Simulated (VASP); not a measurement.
PbS, 2 atoms in the cell. It takes space group R3m (No. 160, trigonal). The conventional cell has a = 4.225 Å, b = 4.225 Å, c = 10.356 Å, α = 90.00°, β = 90.00°, γ = 120.00°. Within 3.9 Å of Pb (site symmetry 3m) lie 6 S at 2.96 to 3.02 Å. S (site symmetry 3m) has 6 Pb at 2.96 to 3.02 Å within 3.9 Å. 

| Property | Result |
| --- | --- |
| Program | VASP 6.6.1 |
| Task | single point |
| Functional | PBE |
| Potentials or basis | VASP PAW PBE potentials, release 64 (Pb_d, S) |
| Cutoff | 520 eV |
| k mesh | 4 × 4 × 4 |
| Occupations | fermi-dirac, width 0.05 eV |
| Spin | no spin polarisation |
| Dipole correction | no |
| Further INCAR settings | ALGO = Normal; EDIFF = 1e-06; NBANDS = 17 |

Potentials or basis: VASP PAW PBE potentials, release 64 (Pb_d, S).

The run is started by

```sh
$ cat potpaw_PBE.64/Pb_d/POTCAR potpaw_PBE.64/S/POTCAR > POTCAR
$ mpirun -np 1 vasp_std > vasp.out
```

Hardware: 1 thread of Intel(R) Xeon(R) Platinum 8375C CPU @ 2.90GHz (Ice Lake), on a shared host.

Question: How long does it take, and how much memory?

Answer: Wall time 8.2 s on 1 thread of Intel(R) Xeon(R) Platinum 8375C CPU @ 2.90GHz (Ice Lake), on a shared host, peak memory 0.17 GiB. Counts: scf iterations 12, k points 13.
